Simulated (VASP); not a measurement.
# SiMo7S16 (a cell with a defect) in VASP: electric field gradients with PBE

Aim: the electric field gradients of SiMo7S16 (a cell with a defect) with PBE.

All numbers are computed with VASP 6.6.1; they aren't measurements. Logs are shortened: lines on timing, memory, paths and dates and some standing lists are left out, and cuts for length are marked.

**1. The cell of the first run**

The cell holds a defect, 24 atoms: a = 6.338 Å, b = 6.338 Å, c = 12.324 Å, α = 90.00°, β = 90.00°, γ = 120.00°.

**2. Electric field gradients, PBE**

INCAR reads:

```
PREC     = Accurate       # precision mode
ENCUT    = 520            # plane-wave cutoff, eV
EDIFF    = 1E-8           # SCF threshold, eV
ISMEAR   = -1             # smearing method
SIGMA    = 0.01           # smearing width, eV
LREAL    = Auto         
LASPH    = True           # aspherical terms in the spheres
NELM     = 100            # most SCF steps
ALGO     = Normal         # electronic algorithm
ISIF     = 2              # what is computed and relaxed
LWAVE    = False          # write WAVECAR
LCHARG   = False          # write CHGCAR
GGA      = PE             # functional
LEFG     = True         
NBANDS   = 117            # bands
```

KPOINTS reads:

```
regular mesh
0
Gamma
  4 4 2
```

POSCAR reads:

```
SiMo7S16
1.0
    6.3380000000      0.0000000000      0.0000000000
   -3.1690000000      5.4888690092      0.0000000000
    0.0000000000      0.0000000000     12.3240000000
Si Mo S
1 7 16
Direct
    0.1666666666      0.3333333334      0.2500000000
    0.1666666666      0.8333333334      0.2500000000
    0.6666666666      0.3333333334      0.2500000000
    0.6666666666      0.8333333334      0.2500000000
    0.3333333334      0.1666666666      0.7500000000
    0.3333333334      0.6666666666      0.7500000000
    0.8333333334      0.1666666666      0.7500000000
    0.8333333334      0.6666666666      0.7500000000
    0.1666666666      0.3333333334      0.6230000000
    0.1666666666      0.8333333334      0.6230000000
    0.6666666666      0.3333333334      0.6230000000
    0.6666666666      0.8333333334      0.6230000000
    0.3333333334      0.1666666666      0.1230000000
    0.3333333334      0.6666666666      0.1230000000
    0.8333333334      0.1666666666      0.1230000000
    0.8333333334      0.6666666666      0.1230000000
    0.1666666666      0.3333333334      0.8770000000
    0.1666666666      0.8333333334      0.8770000000
    0.6666666666      0.3333333334      0.8770000000
    0.6666666666      0.8333333334      0.8770000000
    0.3333333334      0.1666666666      0.3770000000
    0.3333333334      0.6666666666      0.3770000000
    0.8333333334      0.1666666666      0.3770000000
    0.8333333334      0.6666666666      0.3770000000
```

Potentials or basis: VASP PAW PBE potentials, release 64 (Si, Mo_sv, S).

Run with:

```bash
$ cat potpaw_PBE.64/Si/POTCAR potpaw_PBE.64/Mo_sv/POTCAR potpaw_PBE.64/S/POTCAR > POTCAR
$ mpirun -np 1 vasp_std > vasp.out
```

OUTCAR:

```text
PREC = Accurate
   ENCUT = 520
   EDIFF = 1E-8
   ISMEAR = -1
   LREAL = Auto
   LASPH = True
   NELM = 100
   ISIF = 2
   GGA = PE

 ion  position               nearest neighbor table
   1  0.167  0.333  0.250-  15 2.41  23 2.41  22 2.41  14 2.41  13 2.41  21 2.41   3 3.17   3 3.17
                             4 3.17   2 3.17   2 3.17   4 3.17
   2  0.167  0.833  0.250-  16 2.41  24 2.41  21 2.41  13 2.41  22 2.41  14 2.41   4 3.17   4 3.17
                             1 3.17   1 3.17   3 3.17   3 3.17
   3  0.667  0.333  0.250-  13 2.41  21 2.41  16 2.41  24 2.41  23 2.41  15 2.41   1 3.17   1 3.17
                             4 3.17   4 3.17   2 3.17   2 3.17
   4  0.667  0.833  0.250-  14 2.41  22 2.41  15 2.41  23 2.41  16 2.41  24 2.41   2 3.17   2 3.17
                             3 3.17   3 3.17   1 3.17   1 3.17
   5  0.333  0.167  0.750-  11 2.41  19 2.41  18 2.41  10 2.41   9 2.41  17 2.41   7 3.17   7 3.17
                             8 3.17   6 3.17   6 3.17   8 3.17
   6  0.333  0.667  0.750-  12 2.41  20 2.41  17 2.41   9 2.41  18 2.41  10 2.41   8 3.17   8 3.17
                             5 3.17   5 3.17   7 3.17   7 3.17
   7  0.833  0.167  0.750-   9 2.41  17 2.41  12 2.41  20 2.41  19 2.41  11 2.41   5 3.17   5 3.17
                             8 3.17   8 3.17   6 3.17   6 3.17
   8  0.833  0.667  0.750-  10 2.41  18 2.41  11 2.41  19 2.41  12 2.41  20 2.41   6 3.17   6 3.17
                             7 3.17   7 3.17   5 3.17   5 3.17
   9  0.167  0.333  0.623-   7 2.41   6 2.41   5 2.41
  10  0.167  0.833  0.623-   8 2.41   5 2.41   6 2.41
  11  0.667  0.333  0.623-   5 2.41   8 2.41   7 2.41
  12  0.667  0.833  0.623-   6 2.41   7 2.41   8 2.41
  13  0.333  0.167  0.123-   3 2.41   2 2.41   1 2.41
  14  0.333  0.667  0.123-   4 2.41   1 2.41   2 2.41
[... 8 lines left out ...]
  23  0.833  0.167  0.377-   1 2.41   4 2.41   3 2.41
  24  0.833  0.667  0.377-   2 2.41   3 2.41   4 2.41

  LATTYP: Found a hexagonal cell.
 ALAT       =     6.3380000000
 C/A-ratio  =     1.9444619754

  Lattice vectors:

 A1 = (   6.3380000000,   0.0000000000,   0.0000000000)
 A2 = (  -3.1690000000,   5.4888690092,   0.0000000000)
 A3 = (   0.0000000000,   0.0000000000,  12.3240000000)

Analysis of symmetry for initial positions (statically):
=====================================================================
 Subroutine PRICEL returns:
 Original cell was already a primitive cell.

 Routine SETGRP: Setting up the symmetry group for a
 hexagonal supercell.

 Subroutine GETGRP returns: Found 12 space group operations
 (whereof  2 operations were pure point group operations)
 out of a pool of 24 trial point group operations.

The static configuration has the point symmetry C_1h.
 The point group associated with its full space group is D_3h.

Analysis of symmetry for dynamics (positions and initial velocities):
=====================================================================
 Subroutine PRICEL returns:
 Original cell was already a primitive cell.

 Routine SETGRP: Setting up the symmetry group for a
 hexagonal supercell.

 Subroutine GETGRP returns: Found 12 space group operations
 (whereof  2 operations were pure point group operations)
 out of a pool of 24 trial point group operations.

The dynamic configuration has the point symmetry C_1h.
 The point group associated with its full space group is D_3h.

 Subroutine INISYM returns: Found 12 space group operations
 (whereof  2 operations are pure point group operations),
 and found     1 'primitive' translations

----------------------------------------------------------------------------------------

                                     Primitive cell

  volume of cell :     428.7329

  direct lattice vectors                    reciprocal lattice vectors
     6.338000000  0.000000000  0.000000000     0.157778479  0.091093447  0.000000000
    -3.169000000  5.488869009  0.000000000     0.000000000  0.182186895  0.000000000
     0.000000000  0.000000000 12.324000000     0.000000000  0.000000000  0.081142486

  length of vectors
     6.338000000  6.338000000 12.324000000     0.182186895  0.182186895  0.081142486

  position of ions in fractional coordinates (direct lattice)
     0.166666667  0.333333333  0.250000000
     0.166666667  0.833333333  0.250000000
     0.666666667  0.333333333  0.250000000
     0.666666667  0.833333333  0.250000000
[... 116 lines left out ...]
   EFERMI =   0.00;   METHOD = LEGACY
   ISMEAR =    -1;   SIGMA  =   0.01  broadening in eV -4-tet -1-fermi 0-gaus
   EFERMI_NEDOS =   21; number of points for ismear=-14 and -15
   IALGO  =     38    algorithm
   IMIX   =      4    mixing-type and parameters
     AMIX     =   0.40;   BMIX     =  1.00
     AMIX_MAG =   1.60;   BMIX_MAG =  1.00
  volume/ion in A,a.u.               =      17.86       120.55
  Fermi-wavevector in a.u.,A,eV,Ry     =   1.265419  2.391295 21.786803  1.601285
  Thomas-Fermi vector in A             =   2.398673
   LORBIT       =      0    0 simple, 1 ext, 2 COOP (PROOUT), +10 PAW based schemes
   GGA     = PE    functional components
   LHFCALC =     F    Hartree Fock is set to
   AEXX    =    0.0000 exact exchange contribution
   IVDW    =     0    specifies the selected vdW correction
   LEPSILON=     F    determine dielectric tensor
   LRPA    =     F    only Hartree local field effects (RPA)
 non-spin polarized calculation
  energy-cutoff  :      520.00
  volume of cell :      428.73
 maximum number of plane-waves:     11595
 NGX is ok and might be reduce to    48
   NGX = 23   NGY = 23   NGZ = 45

 number of electron     197.9999989 magnetization

 Free energy of the ion-electron system (eV)
  ---------------------------------------------------
  ext. energy  EPLUGINS =         0.00000000
  ---------------------------------------------------
  free energy    TOTEN  =      -164.59579913 eV

  energy without entropy =     -164.59218910  energy(sigma->0) =     -164.59399412

 E-fermi :   7.0287     XC(G=0): -10.7264

 val. band max:        7.0134126473   @ k =   0.0000   0.0000   0.5000
 cond. band min:       7.1546716058   @ k =   0.5000   0.0000   0.0000
 fundamental gap:      0.1412589586
 Fermi energy:         7.0287412769

 k-point     1 :       0.0000    0.0000    0.0000
  band No.  band energies     occupation
      1     -54.2109      2.00000
      2     -54.1743      2.00000
      3     -54.1692      2.00000
      4     -54.1692      2.00000
      5     -54.1079      2.00000
      6     -54.0780      2.00000
[... 901 lines left out ...]
    110       9.1705      0.00000
    111       9.1843      0.00000
 [bands above 111 left out]

------------------------ aborting loop because EDIFF is reached ----------------------------------------

  FORCE on cell =-STRESS in cart. coord.  units (eV):
  Direction    XX          YY          ZZ          XY          YZ          ZX
  --------------------------------------------------------------------------------------
  -------------------------------------------------------------------------------------
  Total        9.1984685      9.1984685     -1.9681162      0.0000000     -0.0000000      0.0000000
  in kB       34.3747317     34.3747317     -7.3548621      0.0000000     -0.0000000      0.0000000
  external PRESSURE =      20.4648671 kB  Pullay stress =       0.0000000 kB

 VOLUME and BASIS-vectors are now :
 -----------------------------------------------------------------------------
  energy-cutoff  :      520.00
  volume of cell :      428.73
      direct lattice vectors                 reciprocal lattice vectors
     6.338000000  0.000000000  0.000000000     0.157778479  0.091093447  0.000000000
    -3.169000000  5.488869009  0.000000000     0.000000000  0.182186895  0.000000000
     0.000000000  0.000000000 12.324000000     0.000000000  0.000000000  0.081142486

 POSITION                                       TOTAL-FORCE (eV/Angst)
 -----------------------------------------------------------------------------------
     -0.00000      1.82962      3.08100         0.000000      0.000000      0.000000
     -1.58450      4.57406      3.08100        -0.100887     -0.058247      0.000000
      3.16900      1.82962      3.08100         0.000000      0.116495      0.000000
      1.58450      4.57406      3.08100         0.100887     -0.058247      0.000000
      1.58450      0.91481      9.24300        -0.009729      0.005617      0.000000
      0.00000      3.65925      9.24300         0.000000     -0.011234      0.000000
[... 16 lines left out ...]
      4.75350      0.91481      4.64615         0.344947      0.199155     -0.807085
      3.16900      3.65925      4.64615         0.000000      0.000000     -0.142660
 -----------------------------------------------------------------------------------
    total drift:                               -0.000002      0.000001      0.000000

  FREE ENERGIE OF THE ION-ELECTRON SYSTEM (eV)
  ---------------------------------------------------
  free  energy   TOTEN  =      -164.5957991281 eV

  energy  without entropy=     -164.5921891035  energy(sigma->0) =     -164.59399412

 Electric field gradients (V/A^2)
---------------------------------------------------------------------
 ion       V_xx      V_yy      V_zz      V_xy      V_xz      V_yz
---------------------------------------------------------------------
   1       9.025     9.026   -18.051     0.000     0.000    -0.000
   2      62.407    48.126  -110.533    12.366    -0.000     0.000
   3      40.987    69.546  -110.533    -0.001    -0.000     0.000
   4      62.407    48.126  -110.533   -12.368    -0.000     0.000
   5      39.342    39.258   -78.600    -0.073     0.000    -0.000
   6      39.218    39.383   -78.600    -0.001     0.000    -0.000
[... 16 lines left out ...]
  23      14.490    12.590   -27.080     1.646   -14.481    -8.361
  24      30.173    30.174   -60.347     0.000    -0.000     0.000
---------------------------------------------------------------------

 Electric field gradients after diagonalization (V/A^2)
 (convention: |V_zz| > |V_xx| > |V_yy|)
----------------------------------------------------------------------
 ion       V_xx      V_yy      V_zz     asymmetry (V_yy - V_xx)/ V_zz
----------------------------------------------------------------------
   1       9.026     9.025   -18.051       0.000
   2      69.546    40.987  -110.533       0.258
   3      69.546    40.987  -110.533       0.258
   4      69.547    40.986  -110.533       0.258
   5      39.384    39.216   -78.600       0.002
   6      39.383    39.218   -78.600       0.002
[... 16 lines left out ...]
  23      21.228    11.640   -32.868       0.292
  24      30.174    30.173   -60.347       0.000
----------------------------------------------------------------------

           NMR quadrupolar parameters

 Cq : quadrupolar parameter    Cq=e*Q*V_zz/h
 eta: asymmetry parameters     (V_yy - V_xx)/ V_zz
 Q  : nuclear electric quadrupole moment in mb (millibarn)
----------------------------------------------------------------------
 ion       Cq(MHz)       eta       Q (mb)
----------------------------------------------------------------------
   1      -0.044       0.000       1.000
   2      -0.267       0.258       1.000
   3      -0.267       0.258       1.000
   4      -0.267       0.258       1.000
   5      -0.190       0.002       1.000
   6      -0.190       0.002       1.000
[... 16 lines left out ...]
  23      -0.079       0.292       1.000
  24      -0.146       0.000       1.000
----------------------------------------------------------------------
```

It took 14 min on 1 thread of Intel Xeon Platinum 8375C at 2.90GHz (Ice Lake), shared host; peak memory 0.64 GiB.

What came out:

| Item | Value |
| --- | --- |
| Free energy | -164.5958 eV |
| Pressure | 2.0 GPa |
| Largest force | 0.900 eV/Å |
| Band gap on the k mesh | zero (band 99 reaches 7.01 eV, above the bottom of band 100 at 6.88 eV) |

Forces in eV/Å, atoms in the order of the input:
```
Si   0.000  0.000  0.000
Mo  -0.101 -0.058  0.000
Mo   0.000  0.116  0.000
Mo   0.101 -0.058  0.000
Mo  -0.010  0.006  0.000
Mo   0.000 -0.011  0.000
Mo   0.010  0.006  0.000
Mo   0.000  0.000  0.000
S    0.000  0.000  0.094
S    0.011  0.006  0.059
S    0.000 -0.012  0.059
S   -0.011  0.006  0.059
S   -0.345  0.199  0.807
S    0.000 -0.398  0.807
S    0.345  0.199  0.807
S    0.000  0.000  0.143
S    0.000  0.000 -0.094
S    0.011  0.006 -0.059
S    0.000 -0.012 -0.059
S   -0.011  0.006 -0.059
S   -0.345  0.199 -0.807
S    0.000 -0.398 -0.807
S    0.345  0.199 -0.807
S    0.000  0.000 -0.143
```

Electric field gradients, principal values (V/Å²):
| atom | least | middle | greatest (by size) |
| --- | --- | --- | --- |
| 1 Si | 9.025 | 9.026 | -18.051 |
| 2 Mo | 40.987 | 69.546 | -110.533 |
| 3 Mo | 40.987 | 69.546 | -110.533 |
| 4 Mo | 40.986 | 69.547 | -110.533 |
| 5 Mo | 39.216 | 39.384 | -78.600 |
| 6 Mo | 39.218 | 39.383 | -78.600 |
| 7 Mo | 39.218 | 39.383 | -78.600 |
| 8 Mo | 38.229 | 38.231 | -76.461 |
| 9 S | 26.084 | 26.085 | -52.168 |
| 10 S | 24.944 | 25.358 | -50.302 |
| 11 S | 24.944 | 25.358 | -50.302 |
| 12 S | 24.945 | 25.357 | -50.302 |
| 13 S | 11.641 | 21.227 | -32.868 |
| 14 S | 11.640 | 21.228 | -32.868 |
| 15 S | 11.640 | 21.228 | -32.868 |
| 16 S | 30.173 | 30.174 | -60.347 |
| 17 S | 26.084 | 26.085 | -52.168 |
| 18 S | 24.944 | 25.358 | -50.302 |
| 19 S | 24.944 | 25.358 | -50.302 |
| 20 S | 24.945 | 25.357 | -50.302 |
| 21 S | 11.641 | 21.227 | -32.868 |
| 22 S | 11.640 | 21.228 | -32.868 |
| 23 S | 11.640 | 21.228 | -32.868 |
| 24 S | 30.173 | 30.174 | -60.347 |

Caveat: without QUAD_EFG the Cq values of the log hold for a quadrupole moment of 1 mb, not for the nuclei.
